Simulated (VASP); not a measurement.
# HfN (F-43m) in VASP: further runs, part 2 of 2

VASP 6.6.1.

**5. Relaxation of cell and atoms, PBEsol, target pressure 2 GPa, at which the enthalpy is minimised**

This run uses another cell than the first one, of 14.79 Å³/atom.

Input file INCAR:

```
SYSTEM = HfN
PREC = Accurate
ENCUT = 600
EDIFF = 1E-7
ISMEAR = -1
SIGMA = 0.1
LREAL = .FALSE.
LASPH = .TRUE.
NELM = 120
ALGO = Normal
ISIF = 3
LWAVE = .FALSE.
LCHARG = .FALSE.
GGA = PS
IBRION = 2
NSW = 60
EDIFFG = -0.01
PSTRESS = 20.0
GGA_COMPAT = .FALSE.
NELMIN = 4
```

Input file KPOINTS:

```
Automatic mesh
0
G
  11 11 11
  0 0 0
```

Input file POSCAR:

```
HfN
1.0
    0.0000000000      2.4548220000      2.4548220000
    2.4548220000      0.0000000000      2.4548220000
    2.4548220000      2.4548220000      0.0000000000
Hf N
1 1
Direct
    0.0000000000      0.0000000000      0.0000000000
    0.2500000000      0.2500000000      0.2500000000
```

Potentials or basis: VASP PAW PBE potentials, release 64 (Hf_pv, N).

Launch:

```bash
> cat potpaw_PBE.64/Hf_pv/POTCAR potpaw_PBE.64/N/POTCAR > POTCAR
> mpirun -np 1 vasp_std > vasp.out
```

OUTCAR:

```text
SYSTEM = HfN
   PREC = Accurate
   ENCUT = 600
   EDIFF = 1E-7
   ISMEAR = -1
   LREAL = .FALSE.
   LASPH = .TRUE.
   NELM = 120
   ISIF = 3
   GGA = PS
   IBRION = 2
   NSW = 60
   EDIFFG = -0.01
   PSTRESS = 20.0
   NELMIN = 4

 ion  position               nearest neighbor table
   1  0.000  0.000  0.000-   2 2.13   2 2.13   2 2.13   2 2.13
   2  0.250  0.250  0.250-   1 2.13   1 2.13   1 2.13   1 2.13

  LATTYP: Found a face centered cubic cell.
 ALAT       =     4.9096440000

  Lattice vectors:

 A1 = (   0.0000000000,   2.4548220000,   2.4548220000)
 A2 = (   2.4548220000,   0.0000000000,   2.4548220000)
 A3 = (   2.4548220000,   2.4548220000,   0.0000000000)

Analysis of symmetry for initial positions (statically):
=====================================================================
 Subroutine PRICEL returns:
 Original cell was already a primitive cell.

 Routine SETGRP: Setting up the symmetry group for a
 face centered cubic supercell.

 Subroutine GETGRP returns: Found 24 space group operations
 (whereof 24 operations were pure point group operations)
 out of a pool of 48 trial point group operations.

The static configuration has the point symmetry T_d .

Analysis of symmetry for dynamics (positions and initial velocities):
=====================================================================
 Subroutine PRICEL returns:
 Original cell was already a primitive cell.

 Routine SETGRP: Setting up the symmetry group for a
 face centered cubic supercell.

 Subroutine GETGRP returns: Found 24 space group operations
 (whereof 24 operations were pure point group operations)
 out of a pool of 48 trial point group operations.

The dynamic configuration has the point symmetry T_d .

 Subroutine INISYM returns: Found 24 space group operations
 (whereof 24 operations are pure point group operations),
 and found     1 'primitive' translations

----------------------------------------------------------------------------------------

                                     Primitive cell

  volume of cell :      29.5863

  direct lattice vectors                    reciprocal lattice vectors
     0.000000000  2.454822000  2.454822000    -0.203680756  0.203680756  0.203680756
     2.454822000  0.000000000  2.454822000     0.203680756 -0.203680756  0.203680756
     2.454822000  2.454822000  0.000000000     0.203680756  0.203680756 -0.203680756

  length of vectors
     3.471642566  3.471642566  3.471642566     0.352785417  0.352785417  0.352785417

  position of ions in fractional coordinates (direct lattice)
     0.000000000  0.000000000  0.000000000
     0.250000000  0.250000000  0.250000000

  ion indices of the primitive-cell ions
   primitive index   ion index
                 1           1
                 2           2

----------------------------------------------------------------------------------------

 KPOINTS: Automatic mesh

Automatic generation of k-mesh.
 Grid dimensions read from file:
[... 27 lines left out ...]
  0.454545  0.000000  0.000000      8.000000
[... 16 lines left out ...]
 -0.272727  0.181818  0.000000     24.000000
 -0.181818  0.181818  0.000000     12.000000
 [... further k-points ...]
   k-points           NKPTS =     56   k-points in BZ     NKDIM =     56   number of bands    NBANDS=     11
   number of dos      NEDOS =    301   number of ions     NIONS =      2
   total plane-waves  NPLWV =  21952
   dimension x,y,z NGX =    28 NGY =   28 NGZ =   28
   dimension x,y,z NGXF=    56 NGYF=   56 NGZF=   56
   ions per type =               1   1
   NGX,Y,Z   is equivalent  to a cutoff of  13.41, 13.41, 13.41 a.u.
   NGXF,Y,Z  is equivalent  to a cutoff of  26.82, 26.82, 26.82 a.u.
 SYSTEM =  HfN
   PREC   = accura    normal or accurate (medium, high low for compatibility)
   ISTART =      0    job   : 0-new  1-cont  2-samecut
   ICHARG =      2    charge: 1-file 2-atom 10-const
   ISPIN  =      1    spin polarized calculation?
   LNONCOLLINEAR =      F non collinear calculations
   LSORBIT =      F    spin-orbit coupling
   LASPH  =      T    aspherical Exc in radial PAW
   ENCUT  =  600.0 eV  44.10 Ry    6.64 a.u.   6.93  6.93  6.93*2*pi/ulx,y,z
   NELM   =    120;   NELMIN=  4; NELMDL= -5     # of ELM steps
   EDIFF  = 0.1E-06   stopping-criterion for ELM
   LREAL  =      F    real-space projection
   EDIFFG = -.1E-01   stopping-criterion for IOM
   NSW    =     60    number of steps for IOM
   IBRION =      2    ionic relax: 0-MD 1-quasi-New 2-CG
   NFREE  =      1    steps in history (QN), initial steepest desc. (CG)
   ISIF   =      3    stress and relaxation
   ISYM   =      2    0-nonsym 1-usesym 2-fastsym
   POTIM  = 0.5000    time-step for ionic-motion
   TEBEG  =    0.0;   TEEND  =   0.0 temperature during run
   PSTRESS=   20.0 pullay stress
   NELECT =      15.0000    total number of electrons
   NUPDOWN=      -1.0000    fix difference up-down
   EMIN   =  10.00;   EMAX   =-10.00  energy-range for DOS
   EFERMI =   0.00;   METHOD = LEGACY
   ISMEAR =    -1;   SIGMA  =   0.10  broadening in eV -4-tet -1-fermi 0-gaus
   EFERMI_NEDOS =   21; number of points for ismear=-14 and -15
   IALGO  =     38    algorithm
   IMIX   =      4    mixing-type and parameters
     AMIX     =   0.40;   BMIX     =  1.00
     AMIX_MAG =   1.60;   BMIX_MAG =  1.00
  volume/ion in A,a.u.               =      14.79        99.83
  Fermi-wavevector in a.u.,A,eV,Ry     =   1.305395  2.466839 23.185087  1.704056
  Thomas-Fermi vector in A             =   2.436267
   LORBIT       =      0    0 simple, 1 ext, 2 COOP (PROOUT), +10 PAW based schemes
   GGA     = PS    functional components
   LHFCALC =     F    Hartree Fock is set to
   AEXX    =    0.0000 exact exchange contribution
   IVDW    =     0    specifies the selected vdW correction
   LEPSILON=     F    determine dielectric tensor
   LRPA    =     F    only Hartree local field effects (RPA)
 conjugate gradient relaxation of ions
 non-spin polarized calculation
  energy-cutoff  :      600.00
  volume of cell :       29.59
 maximum number of plane-waves:       998
   NGX = 13   NGY = 13   NGZ = 13

--------------------------------------- Ionic step        1  -------------------------------------------

 number of electron      15.0000001 magnetization

 Free energy of the ion-electron system (eV)
  ---------------------------------------------------
  ext. energy  EPLUGINS =         0.00000000
  ---------------------------------------------------
  free energy    TOTEN  =       -22.26608561 eV

  energy without entropy =      -22.24620737  energy(sigma->0) =      -22.25614649

------------------------ aborting loop because EDIFF is reached ----------------------------------------

  FORCE on cell =-STRESS in cart. coord.  units (eV):
  Direction    XX          YY          ZZ          XY          YZ          ZX
  --------------------------------------------------------------------------------------
  -------------------------------------------------------------------------------------
  Total       -1.0983840     -1.0983840     -1.0983840      0.0000000      0.0000000      0.0000000
  in kB      -59.4805229    -59.4805229    -59.4805229      0.0000000      0.0000000      0.0000000
  external PRESSURE =     -79.4805229 kB  Pullay stress =      20.0000000 kB
[... 101 lines left out ...]
--------------------------------------- Ionic step        4  -------------------------------------------

 number of electron      15.0000002 magnetization

 Free energy of the ion-electron system (eV)
  ---------------------------------------------------
  ext. energy  EPLUGINS =         0.00000000
  ---------------------------------------------------
  free energy    TOTEN  =       -22.28128670 eV

  energy without entropy =      -22.26199386  energy(sigma->0) =      -22.27164028

 E-fermi :   5.9030     XC(G=0): -11.5873

 val. band max:        5.8700358844   @ k =   0.0909   0.0909   0.0000
 cond. band min:       6.0581971909   @ k =   0.2727   0.1818   0.0000
 fundamental gap:      0.1881613065
 Fermi energy:         5.9030092781

 k-point     1 :       0.0000    0.0000    0.0000
  band No.  band energies     occupation
      1     -25.0061      2.00000
      2     -25.0061      2.00000
      3     -25.0061      2.00000
      4     -10.3934      2.00000
      5       0.2699      2.00000
      6       0.2699      2.00000
      7       0.2699      2.00000
      8       5.2731      1.99633
      9       8.2060      0.00000
     10       8.2060      0.00000
     11      12.7547      0.00000
[... 309 lines left out ...]
 k-point    24 :      -0.1818    0.1818    0.0000
  band No.  band energies     occupation
      1     -25.3236      2.00000
      2     -25.1284      2.00000
      3     -25.0444      2.00000
      4      -9.5343      2.00000
      5      -0.3700      2.00000
      6       0.7367      2.00000
      7       0.7676      2.00000
      8       7.0759      0.00002
      9       7.8045      0.00000
     10       8.3551      0.00000
     11      11.4897      0.00000

 [... further k-points ...]
[... 5 lines left out ...]
  --------------------------------------------------------------------------------------
  -------------------------------------------------------------------------------------
  Total        0.3547097      0.3547097      0.3547097     -0.0000000      0.0000000      0.0000000
  in kB       19.9862894     19.9862894     19.9862894     -0.0000000      0.0000000      0.0000000
  external PRESSURE =      -0.0137106 kB  Pullay stress =      20.0000000 kB
[... 21 lines left out ...]
  energy  without entropy=      -22.2619938591  energy(sigma->0) =      -22.27164028

  enthalpy is  TOTEN    =       -21.9263336954 eV   P V=        0.3549530088

 reached required accuracy - stopping structural energy minimisation
```

CONTCAR:

```text
HfN
   1.00000000000000
     0.0000000000000000    2.4225559587982293    2.4225559587982293
     2.4225559587982293    0.0000000000000000    2.4225559587982293
     2.4225559587982293    2.4225559587982293    0.0000000000000000
  Hf              N
     1     1
Direct
     0.0000000000000000    1.0000000000000000    0.0000000000000000
     0.2500000000000000    0.2500000000000000    0.2500000000000000

  0.00000000E+00  0.00000000E+00  0.00000000E+00
  0.00000000E+00  0.00000000E+00  0.00000000E+00
```

Run time: 32 s. Hardware: 1 thread of Intel Xeon 6975P-C (Granite Rapids), shared host; peak memory 0.18 GiB.

Results:

```
Free energy                                                : -22.2813 eV
Relaxed volume                                             : 14.22 Å³/atom
Relaxed cell                                               : a = 3.426 Å, b = 3.426 Å, c = 3.426 Å, α = 60.00°, β = 60.00°, γ = 60.00°
Space group after relaxing (to 0.1 Å)                      : F-43m (No. 216)
Energy change on relaxing (the run minimises the enthalpy) : -7.6 meV/atom
Ionic steps                                                : 4
Pressure after relaxing                                    : 2.0 GPa
Band gap on the k mesh                                     : zero (an odd number of electrons rules out a gap without spin polarisation)
```

Step by step:
```csv
step,energy change (eV),largest force (eV/Å),pressure (GPa),volume (Å³)
1,0.0000,0.0000,-5.95,29.59
2,0.1026,0.0000,19.03,26.55
3,-0.0155,0.0000,1.83,28.46
4,-0.0152,0.0000,2.00,28.43
```

Final structure:
```
Hf N
1.0
     0.00000    2.42256    2.42256
     2.42256    0.00000    2.42256
     2.42256    2.42256    0.00000
Hf N
1 1
Direct
  0.00000 0.00000 0.00000
  0.25000 0.25000 0.25000
```

Levels at points of the mesh, in eV from the Fermi level:
```csv
k point,band 4,band 5,band 6,band 7,band 8,band 9,band 10,band 11
"(0.00, 0.00, 0.00)",-16.30,-5.63,-5.63,-5.63,-0.63,2.30,2.30,6.85
```

Caveat: the cell is relaxed towards a set pressure, so the run minimises the enthalpy, not the energy; the PAW data sets were made with another functional, which shifts forces and pressure a little; spin-orbit coupling is left out, which moves the levels of the heavy elements.

**6. Relaxation of cell and atoms, PBEsol, target pressure 4 GPa, at which the enthalpy is minimised**

This run uses another cell than the first one, of 14.79 Å³/atom.

Input file INCAR:

```
ALGO = Normal ; EDIFF = 1E-7
EDIFFG = -0.01 ; ENCUT = 600
GGA = PS ; GGA_COMPAT = False
IBRION = 2 ; ISIF = 3
ISMEAR = -1 ; LASPH = True
LCHARG = False ; LREAL = False
LWAVE = False ; NELM = 120
NELMIN = 4 ; NSW = 60
PREC = Accurate ; PSTRESS = 40.0
SIGMA = 0.1
```

Input file KPOINTS:

```
k-points
0
Gamma
  11 11 11
```

POSCAR is that of step 5.

Potentials or basis: VASP PAW PBE potentials, release 64 (Hf_pv, N).

Launch:

```bash
> cat potpaw_PBE.64/Hf_pv/POTCAR potpaw_PBE.64/N/POTCAR > POTCAR
> mpirun -np 1 vasp_std > vasp.out
```

It took 36 s on 1 thread of Intel Xeon 6975P-C (Granite Rapids), shared host; peak memory 0.18 GiB.

It converged, with:

```yaml
Free_energy: -22.2766 eV
Relaxed_volume: 14.09 Å³/atom
Relaxed_cell: a = 3.416 Å, b = 3.416 Å, c = 3.416 Å, α = 60.00°, β = 60.00°, γ = 60.00°
Space_group_after_relaxing_to_0.1_Å: F-43m (No. 216)
Energy_change_on_relaxing_the_run_minimises_the_enthalpy: -5.3 meV/atom
Ionic_steps: 4
Pressure_after_relaxing: 4.0 GPa
Band_gap_on_the_k_mesh: zero (an odd number of electrons rules out a gap without spin polarisation)
```

Step by step:
```
step  energy change (eV)  largest force (eV/Å)  pressure (GPa)  volume (Å³)
   1              0.0000                0.0000           -5.95        29.59
   2              0.2077                0.0000           27.35        25.82
   3             -0.0113                0.0000            3.71        28.21
   4             -0.0105                0.0000            3.97        28.18
```

Final structure:
```yaml
crystal:
  lattice:
    - [0.00000, 2.41535, 2.41535]
    - [2.41535, 0.00000, 2.41535]
    - [2.41535, 2.41535, 0.00000]
  atoms:
    - { symbol: Hf, position: [0.00000, 0.00000, 0.00000] }
    - { symbol: N, position: [0.25000, 0.25000, 0.25000] }
```

Levels at points of the mesh, in eV from the Fermi level:
```
           k point  band 5  band 6  band 7  band 8  band 9  band 10
(0.00, 0.00, 0.00)   -5.68   -5.68   -5.68   -0.61    2.32     2.32
```

Caveat: the cell is relaxed towards a set pressure, so the run minimises the enthalpy, not the energy; the PAW data sets were made with another functional, which shifts forces and pressure a little; spin-orbit coupling is left out, which moves the levels of the heavy elements.

**7. The runs side by side**

| task | cell | gap on the mesh (eV) | pressure (GPa) |
| --- | --- | --- | --- |
| single point | a = 3.431 Å, angles 60.0°, 2 atoms | none | 1.1 |
| single point | a = 3.420 Å, angles 60.0°, 2 atoms | none | 3.1 |
| relaxation of cell and atoms | relaxed from a = 3.472 Å, angles 60.0°, 2 atoms | none | -0.1 |
| relaxation of cell and atoms | relaxed to 2 GPa from a = 3.472 Å, angles 60.0°, 2 atoms | none | 2.0 |
| relaxation of cell and atoms | relaxed to 4 GPa from a = 3.472 Å, angles 60.0°, 2 atoms | none | 4.0 |

Alike in all rows: level PBEsol; potentials or basis VASP PAW PBE potentials, release 64 (Hf_pv, N); no spin polarisation; k mesh 11 × 11 × 11; cutoff (eV) 600; smearing fermi-dirac 0.1 eV.

Caveats: the PAW data sets were made with another functional, which shifts forces and pressure a little; spin-orbit coupling is left out, which moves the levels of the heavy elements; the cell is relaxed towards a set pressure, so the run minimises the enthalpy, not the energy (at least some runs); the cell stands under pressure (at least some runs).

Total energies depend on the potentials used, so only differences within one code and one set of settings carry meaning.
